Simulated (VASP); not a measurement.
Crystal: NiO.

```
Ni O
1.0
     0.00000    2.09972    2.09972
     2.09972    0.00000    2.09972
     2.09972    2.09972    0.00000
Ni O
1 1
Cartesian
  0.0000 0.0000 0.0000
  2.0997 2.0997 2.0997
```

Base run:

* Program: VASP 6.6.1
* Functional: r2SCAN
* Dispersion: D3(BJ)
* Potentials or basis: VASP PAW PBE potentials, release 64 (Ni, O)
* Cutoff: 520 eV
* k mesh: 11 × 11 × 11
* Occupations: fermi-dirac, width 0.05 eV
* Spin: collinear spin, ferromagnetic start
* Starting moments: [1.0, 0.0] μB

Its results: pressure -3.3 GPa; net moment 2.00 μB per cell; site moments Ni +1.69; O +0.28 μB.

**Question.** After a change of settings the same cell gave: pressure -0.3 GPa; net moment 1.82 μB per cell; site moments Ni +1.49; O +0.28 μB. Which change was it?
A. functional from r2SCAN to revPBE
B. functional from r2SCAN to PBEsol; dispersion from D3(BJ) to none
C. functional from r2SCAN to revPBE; dispersion from D3(BJ) to none
D. functional from r2SCAN to PBEsol; dispersion from D3(BJ) to D4

**Answer.** A.

Caveats: the PAW data sets were made with another functional, which shifts forces and pressure a little; a cell with one magnetic atom can't hold antiferromagnetic order, which such compounds often take; pairwise dispersion overbinds metals, which lowers pressure and volume (some runs).
